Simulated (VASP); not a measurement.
# BAs (F-43m) in VASP: further runs

BAs is run at these levels: PBE; tasks: single point.

All numbers are computed with VASP 6.6.1; they aren't measurements. Logs are shortened: lines on timing, memory, paths and dates and some standing lists are left out, and cuts for length are marked.

## Step 1: The cell of the first run

The structure is cubic, space group F-43m (No. 216). Conventional cell: a = 4.761 Å, b = 4.761 Å, c = 4.761 Å, α = 90.00°, β = 90.00°, γ = 90.00°. B (site symmetry -43m) has 4 As at 2.06 Å within 2.7 Å. As (site symmetry -43m) has 4 B at 2.06 Å within 2.7 Å.

## Step 2: Single point, PBE (volume changed by -3%)

Contents of INCAR:

```
ALGO = Normal
EDIFF = 1E-6
ENCUT = 600
GGA = PE
GGA_COMPAT = False
ISIF = 2
ISMEAR = 0
LASPH = True
LCHARG = False
LREAL = False
LWAVE = False
NBANDS = 16
NELM = 120
PREC = Accurate
SIGMA = 0.01
```

Contents of KPOINTS:

```
k-points
0
Gamma
  8 8 8
```

Contents of POSCAR:

```
BAs
1.0
    0.0000000000      2.3803343092      2.3803343092
    2.3803343092      0.0000000000      2.3803343092
    2.3803343092      2.3803343092      0.0000000000
B As
1 1
Direct
    0.0000000000      0.0000000000      0.0000000000
    0.2500000000      0.2500000000      0.2500000000
```

Potentials or basis: VASP PAW PBE potentials, release 64 (B, As_d).

Command:

```console
cat potpaw_PBE.64/B/POTCAR potpaw_PBE.64/As_d/POTCAR > POTCAR
mpirun -np 1 vasp_std > vasp.out
```

OUTCAR:

```text
EDIFF = 1E-6
   ENCUT = 600
   GGA = PE
   ISIF = 2
   ISMEAR = 0
   LASPH = True
   LREAL = False
   NELM = 120
   PREC = Accurate

 ion  position               nearest neighbor table
   1  0.000  0.000  0.000-   2 2.06   2 2.06   2 2.06   2 2.06
   2  0.250  0.250  0.250-   1 2.06   1 2.06   1 2.06   1 2.06

  LATTYP: Found a face centered cubic cell.
 ALAT       =     4.7606686184

  Lattice vectors:

 A1 = (   0.0000000000,   2.3803343092,   2.3803343092)
 A2 = (   2.3803343092,   0.0000000000,   2.3803343092)
 A3 = (   2.3803343092,   2.3803343092,   0.0000000000)

Analysis of symmetry for initial positions (statically):
=====================================================================
 Subroutine PRICEL returns:
 Original cell was already a primitive cell.

 Routine SETGRP: Setting up the symmetry group for a
 face centered cubic supercell.

 Subroutine GETGRP returns: Found 24 space group operations
 (whereof 24 operations were pure point group operations)
 out of a pool of 48 trial point group operations.

The static configuration has the point symmetry T_d .

Analysis of symmetry for dynamics (positions and initial velocities):
=====================================================================
 Subroutine PRICEL returns:
 Original cell was already a primitive cell.

 Routine SETGRP: Setting up the symmetry group for a
 face centered cubic supercell.

 Subroutine GETGRP returns: Found 24 space group operations
 (whereof 24 operations were pure point group operations)
 out of a pool of 48 trial point group operations.

The dynamic configuration has the point symmetry T_d .

 Subroutine INISYM returns: Found 24 space group operations
 (whereof 24 operations are pure point group operations),
 and found     1 'primitive' translations

----------------------------------------------------------------------------------------

                                     Primitive cell

  volume of cell :      26.9739

  direct lattice vectors                    reciprocal lattice vectors
     0.000000000  2.380334309  2.380334309    -0.210054528  0.210054528  0.210054528
     2.380334309  0.000000000  2.380334309     0.210054528 -0.210054528  0.210054528
     2.380334309  2.380334309  0.000000000     0.210054528  0.210054528 -0.210054528

  length of vectors
     3.366301063  3.366301063  3.366301063     0.363825115  0.363825115  0.363825115

  position of ions in fractional coordinates (direct lattice)
     0.000000000  0.000000000  0.000000000
     0.250000000  0.250000000  0.250000000

  ion indices of the primitive-cell ions
   primitive index   ion index
                 1           1
                 2           2

----------------------------------------------------------------------------------------

 KPOINTS: k-points

Automatic generation of k-mesh.
 Grid dimensions read from file:
 generate k-points for:    8    8    8

 Generating k-lattice:

  Cartesian coordinates                     Fractional coordinates (reciprocal lattice)
    -0.026256816  0.026256816  0.026256816     0.125000000  0.000000000  0.000000000
     0.026256816 -0.026256816  0.026256816     0.000000000  0.125000000  0.000000000
     0.026256816  0.026256816 -0.026256816     0.000000000  0.000000000  0.125000000

  Length of vectors
     0.045478139  0.045478139  0.045478139

  Shift w.r.t. Gamma in fractional coordinates (k-lattice)
     0.000000000  0.000000000  0.000000000

 Subroutine IBZKPT returns following result:
 ===========================================

 Found     29 irreducible k-points:

 Following reciprocal coordinates:
            Coordinates               Weight
  0.000000  0.000000  0.000000      1.000000
  0.125000  0.000000  0.000000      8.000000
  0.250000  0.000000  0.000000      8.000000
  0.375000  0.000000  0.000000      8.000000
  0.500000  0.000000  0.000000      4.000000
  0.125000  0.125000  0.000000      6.000000
[... 16 lines left out ...]
  0.500000  0.250000  0.125000     48.000000
 -0.375000  0.250000  0.125000     24.000000
 [... further k-points ...]
   k-points           NKPTS =     29   k-points in BZ     NKDIM =     29   number of bands    NBANDS=     16
   number of dos      NEDOS =    301   number of ions     NIONS =      2
   total plane-waves  NPLWV =  21952
   dimension x,y,z NGX =    28 NGY =   28 NGZ =   28
   dimension x,y,z NGXF=    56 NGYF=   56 NGZF=   56
   ions per type =               1   1
   NGX,Y,Z   is equivalent  to a cutoff of  13.83, 13.83, 13.83 a.u.
   NGXF,Y,Z  is equivalent  to a cutoff of  27.66, 27.66, 27.66 a.u.
 SYSTEM =  unknown system
   PREC   = accura    normal or accurate (medium, high low for compatibility)
   ISTART =      0    job   : 0-new  1-cont  2-samecut
   ICHARG =      2    charge: 1-file 2-atom 10-const
   ISPIN  =      1    spin polarized calculation?
   LNONCOLLINEAR =      F non collinear calculations
   LSORBIT =      F    spin-orbit coupling
   LASPH  =      T    aspherical Exc in radial PAW
   ENCUT  =  600.0 eV  44.10 Ry    6.64 a.u.   6.72  6.72  6.72*2*pi/ulx,y,z
   NELM   =    120;   NELMIN=  2; NELMDL= -5     # of ELM steps
   EDIFF  = 0.1E-05   stopping-criterion for ELM
   LREAL  =      F    real-space projection
   EDIFFG = 0.1E-04   stopping-criterion for IOM
   NSW    =      0    number of steps for IOM
   IBRION =     -1    ionic relax: 0-MD 1-quasi-New 2-CG
   NFREE  =      0    steps in history (QN), initial steepest desc. (CG)
   ISIF   =      2    stress and relaxation
   ISYM   =      2    0-nonsym 1-usesym 2-fastsym
   POTIM  = 0.5000    time-step for ionic-motion
   TEBEG  =    0.0;   TEEND  =   0.0 temperature during run
   PSTRESS=    0.0 pullay stress
   NELECT =      18.0000    total number of electrons
   NUPDOWN=      -1.0000    fix difference up-down
   EMIN   =  10.00;   EMAX   =-10.00  energy-range for DOS
   EFERMI =   0.00;   METHOD = LEGACY
   ISMEAR =     0;   SIGMA  =   0.01  broadening in eV -4-tet -1-fermi 0-gaus
   EFERMI_NEDOS =   21; number of points for ismear=-14 and -15
   IALGO  =     38    algorithm
   IMIX   =      4    mixing-type and parameters
     AMIX     =   0.40;   BMIX     =  1.00
     AMIX_MAG =   1.60;   BMIX_MAG =  1.00
  volume/ion in A,a.u.               =      13.49        91.01
  Fermi-wavevector in a.u.,A,eV,Ry     =   1.430598  2.703439 27.845841  2.046612
  Thomas-Fermi vector in A             =   2.550426
   LORBIT       =      0    0 simple, 1 ext, 2 COOP (PROOUT), +10 PAW based schemes
   GGA     = PE    functional components
   LHFCALC =     F    Hartree Fock is set to
   AEXX    =    0.0000 exact exchange contribution
   IVDW    =     0    specifies the selected vdW correction
   LEPSILON=     F    determine dielectric tensor
   LRPA    =     F    only Hartree local field effects (RPA)
 non-spin polarized calculation
 Gauss-broadening in eV      SIGMA  =   0.01
  energy-cutoff  :      600.00
  volume of cell :       26.97
 maximum number of plane-waves:       934
   NGX = 13   NGY = 13   NGZ = 13

 number of electron      18.0000009 magnetization

 Free energy of the ion-electron system (eV)
  ---------------------------------------------------
  ext. energy  EPLUGINS =         0.00000000
  ---------------------------------------------------
  free energy    TOTEN  =       -11.43291647 eV

  energy without entropy =      -11.43291647  energy(sigma->0) =      -11.43291647

 E-fermi :   5.0231     XC(G=0): -11.1839

 val. band max:        4.9005576376   @ k =   0.0000   0.0000   0.0000
 cond. band min:       6.0897390647   @ k =   0.3750   0.3750   0.0000
 fundamental gap:      1.1891814271
 Fermi energy:         5.0230696202

 k-point     1 :       0.0000    0.0000    0.0000
  band No.  band energies     occupation
      1     -30.8917      2.00000
      2     -30.8917      2.00000
      3     -30.8917      2.00000
      4     -30.8672      2.00000
      5     -30.8672      2.00000
      6     -10.5932      2.00000
[... 8 lines left out ...]
     15      18.1289      0.00000
     16      18.1289      0.00000

 k-point     2 :       0.1250    0.0000    0.0000
  band No.  band energies     occupation
      1     -30.8912      2.00000
      2     -30.8905      2.00000
      3     -30.8905      2.00000
      4     -30.8672      2.00000
      5     -30.8672      2.00000
      6     -10.3348      2.00000
[... 8 lines left out ...]
     15      16.6847      0.00000
     16      16.6847      0.00000

 k-point     3 :       0.2500    0.0000    0.0000
  band No.  band energies     occupation
      1     -30.8900      2.00000
      2     -30.8880      2.00000
      3     -30.8880      2.00000
      4     -30.8666      2.00000
      5     -30.8666      2.00000
      6      -9.5820      2.00000
[... 8 lines left out ...]
     15      16.2793      0.00000
     16      16.2793      0.00000

 k-point     4 :       0.3750    0.0000    0.0000
  band No.  band energies     occupation
      1     -30.8888      2.00000
      2     -30.8861      2.00000
      3     -30.8861      2.00000
      4     -30.8654      2.00000
      5     -30.8654      2.00000
      6      -8.4616      2.00000
[... 8 lines left out ...]
     15      17.7720      0.00000
     16      17.7720      0.00000
[... 324 lines left out ...]
 k-point    22 :       0.3750    0.2500    0.1250
  band No.  band energies     occupation
      1     -30.8919      2.00000
      2     -30.8846      2.00000
      3     -30.8837      2.00000
      4     -30.8690      2.00000
      5     -30.8644      2.00000
      6      -8.9235      2.00000
[... 8 lines left out ...]
     15      18.3985      0.00000
     16      19.2479      0.00000

 k-point    23 :       0.5000    0.2500    0.1250
  band No.  band energies     occupation
      1     -30.8897      2.00000
      2     -30.8844      2.00000
      3     -30.8811      2.00000
      4     -30.8683      2.00000
      5     -30.8642      2.00000
      6      -7.8424      2.00000
[... 8 lines left out ...]
     15      18.4342      0.00000
     16      20.5706      0.00000

 k-point    24 :      -0.3750    0.2500    0.1250
  band No.  band energies     occupation
      1     -30.8879      2.00000
      2     -30.8850      2.00000
      3     -30.8803      2.00000
      4     -30.8674      2.00000
      5     -30.8646      2.00000
      6      -7.1079      2.00000
[... 8 lines left out ...]
     15      19.3257      0.00000
     16      20.2822      0.00000

 [... further k-points ...]

------------------------ aborting loop because EDIFF is reached ----------------------------------------

  FORCE on cell =-STRESS in cart. coord.  units (eV):
  Direction    XX          YY          ZZ          XY          YZ          ZX
  --------------------------------------------------------------------------------------
  -------------------------------------------------------------------------------------
  Total        0.6757418      0.6757418      0.6757418     -0.0000000     -0.0000000     -0.0000000
  in kB       40.1372416     40.1372416     40.1372416     -0.0000000     -0.0000000     -0.0000000
  external PRESSURE =      40.1372416 kB  Pullay stress =       0.0000000 kB

 VOLUME and BASIS-vectors are now :
 -----------------------------------------------------------------------------
  energy-cutoff  :      600.00
  volume of cell :       26.97
      direct lattice vectors                 reciprocal lattice vectors
     0.000000000  2.380334309  2.380334309    -0.210054528  0.210054528  0.210054528
     2.380334309  0.000000000  2.380334309     0.210054528 -0.210054528  0.210054528
     2.380334309  2.380334309  0.000000000     0.210054528  0.210054528 -0.210054528

 POSITION                                       TOTAL-FORCE (eV/Angst)
 -----------------------------------------------------------------------------------
      0.00000      0.00000      0.00000        -0.000000      0.000000     -0.000000
      1.19017      1.19017      1.19017         0.000000     -0.000000      0.000000
 -----------------------------------------------------------------------------------
    total drift:                                0.000001      0.000001      0.000001

  FREE ENERGIE OF THE ION-ELECTRON SYSTEM (eV)
  ---------------------------------------------------
  free  energy   TOTEN  =       -11.4329164676 eV

  energy  without entropy=      -11.4329164676  energy(sigma->0) =      -11.43291647
```

It took 9.2 s on 1 thread of Intel Xeon 6975P-C (Granite Rapids), shared host; peak memory 0.16 GiB.

What came out:

```yaml
Free_energy: -11.4329 eV
Pressure: 4.0 GPa
Band_gap_on_the_k_mesh: 1.19 eV, indirect (least direct gap 3.30 eV)
```

 A k mesh can miss the band edges.

## Step 3: Single point, PBE (volume changed by -6%)

Contents of INCAR:

```
SYSTEM = BAs
  PREC = Accurate
  ENCUT = 600
  EDIFF = 1E-6
  ISMEAR = 0
  SIGMA = 0.01
  LREAL = .False.
  LASPH = .True.
  NELM = 120
  ALGO = Normal
  ISIF = 2
  LWAVE = .False.
  LCHARG = .False.
  GGA = PE
  NBANDS = 16
  GGA_COMPAT = .False.
```

Contents of KPOINTS:

```
regular mesh
0
Gamma
  8 8 8
  0 0 0
```

Contents of POSCAR:

```
BAs
1.0
    0.0000000000      2.3555373569      2.3555373569
    2.3555373569      0.0000000000      2.3555373569
    2.3555373569      2.3555373569      0.0000000000
B As
1 1
Direct
    0.0000000000      0.0000000000      0.0000000000
    0.2500000000      0.2500000000      0.2500000000
```

Potentials or basis: VASP PAW PBE potentials, release 64 (B, As_d).

Command:

```console
cat potpaw_PBE.64/B/POTCAR potpaw_PBE.64/As_d/POTCAR > POTCAR
mpirun -np 1 vasp_std > vasp.out
```

OUTCAR:

```text
SYSTEM = BAs
   PREC = Accurate
   ENCUT = 600
   EDIFF = 1E-6
   ISMEAR = 0
   LREAL = .False.
   LASPH = .True.
   NELM = 120
   ISIF = 2
   GGA = PE

 ion  position               nearest neighbor table
   1  0.000  0.000  0.000-   2 2.04   2 2.04   2 2.04   2 2.04
   2  0.250  0.250  0.250-   1 2.04   1 2.04   1 2.04   1 2.04

  LATTYP: Found a face centered cubic cell.
 ALAT       =     4.7110747138

  Lattice vectors:

 A1 = (   0.0000000000,   2.3555373569,   2.3555373569)
 A2 = (   2.3555373569,   0.0000000000,   2.3555373569)
 A3 = (   2.3555373569,   2.3555373569,   0.0000000000)

Analysis of symmetry for initial positions (statically):
=====================================================================
 Subroutine PRICEL returns:
 Original cell was already a primitive cell.

 Routine SETGRP: Setting up the symmetry group for a
 face centered cubic supercell.

 Subroutine GETGRP returns: Found 24 space group operations
 (whereof 24 operations were pure point group operations)
 out of a pool of 48 trial point group operations.

The static configuration has the point symmetry T_d .

Analysis of symmetry for dynamics (positions and initial velocities):
[... 162 lines left out ...]
 cond. band min:       6.3699875701   @ k =   0.3750   0.3750   0.0000
 fundamental gap:      1.1586572207
 Fermi energy:         5.3132268258

 k-point     1 :       0.0000    0.0000    0.0000
  band No.  band energies     occupation
      1     -30.6214      2.00000
      2     -30.6214      2.00000
      3     -30.6214      2.00000
      4     -30.5939      2.00000
      5     -30.5939      2.00000
      6     -10.5756      2.00000
[... 433 lines left out ...]
      3     -30.6084      2.00000
      4     -30.5941      2.00000
      5     -30.5909      2.00000
      6      -6.9527      2.00000
[... 8 lines left out ...]
     15      19.8549      0.00000
     16      20.8314      0.00000

 [... further k-points ...]

------------------------ aborting loop because EDIFF is reached ----------------------------------------

  FORCE on cell =-STRESS in cart. coord.  units (eV):
  Direction    XX          YY          ZZ          XY          YZ          ZX
  --------------------------------------------------------------------------------------
  -------------------------------------------------------------------------------------
  Total        1.4636308      1.4636308      1.4636308      0.0000000      0.0000000      0.0000000
  in kB       89.7102636     89.7102636     89.7102636      0.0000000      0.0000000      0.0000000
  external PRESSURE =      89.7102636 kB  Pullay stress =       0.0000000 kB

 VOLUME and BASIS-vectors are now :
 -----------------------------------------------------------------------------
  energy-cutoff  :      600.00
  volume of cell :       26.14
      direct lattice vectors                 reciprocal lattice vectors
     0.000000000  2.355537357  2.355537357    -0.212265791  0.212265791  0.212265791
     2.355537357  0.000000000  2.355537357     0.212265791 -0.212265791  0.212265791
     2.355537357  2.355537357  0.000000000     0.212265791  0.212265791 -0.212265791

 POSITION                                       TOTAL-FORCE (eV/Angst)
 -----------------------------------------------------------------------------------
      0.00000      0.00000      0.00000         0.000000      0.000000      0.000000
      1.17777      1.17777      1.17777        -0.000000     -0.000000     -0.000000
 -----------------------------------------------------------------------------------
    total drift:                                0.000001      0.000001      0.000001

  FREE ENERGIE OF THE ION-ELECTRON SYSTEM (eV)
  ---------------------------------------------------
  free  energy   TOTEN  =       -11.3985363778 eV

  energy  without entropy=      -11.3985363778  energy(sigma->0) =      -11.39853638
```

OSZICAR:

```text
N       E                     dE             d eps       ncg     rms          rms(c)
DAV:   1     0.955506067563E+02    0.95551E+02   -0.86791E+03  1064   0.565E+03
DAV:   2    -0.245886365727E+01   -0.98009E+02   -0.93255E+02  1048   0.677E+02
DAV:   3    -0.119080056591E+02   -0.94491E+01   -0.93998E+01  1016   0.902E+01
DAV:   4    -0.121385895350E+02   -0.23058E+00   -0.23055E+00  1224   0.151E+01
DAV:   5    -0.121412677849E+02   -0.26782E-02   -0.26782E-02  1064   0.196E+00    0.580E+00
DAV:   6    -0.114758284821E+02    0.66544E+00   -0.92561E-01  1144   0.701E+00    0.285E+00
DAV:   7    -0.114050488500E+02    0.70780E-01   -0.17111E-01  1192   0.273E+00    0.110E+00
DAV:   8    -0.113983173272E+02    0.67315E-02   -0.17689E-02  1272   0.208E+00    0.101E-01
DAV:   9    -0.113984377240E+02   -0.12040E-03   -0.12783E-03  1192   0.747E-01    0.438E-02
DAV:  10    -0.113985254833E+02   -0.87759E-04   -0.20272E-04  1160   0.305E-01    0.189E-02
DAV:  11    -0.113985355701E+02   -0.10087E-04   -0.25145E-05  1200   0.930E-02    0.566E-03
DAV:  12    -0.113985363778E+02   -0.80770E-06   -0.25733E-06  1200   0.288E-02
   1 F= -.11398536E+02 E0= -.11398536E+02  d E =-.267155E-49
```

It used 28 s of CPU time on 1 thread of AMD EPYC 7R13 Processor (Zen 3) (shared host).

Results:

```
Free energy            : -11.3985 eV
Pressure               : 9.0 GPa
Band gap on the k mesh : 1.16 eV, indirect (least direct gap 3.34 eV)
```
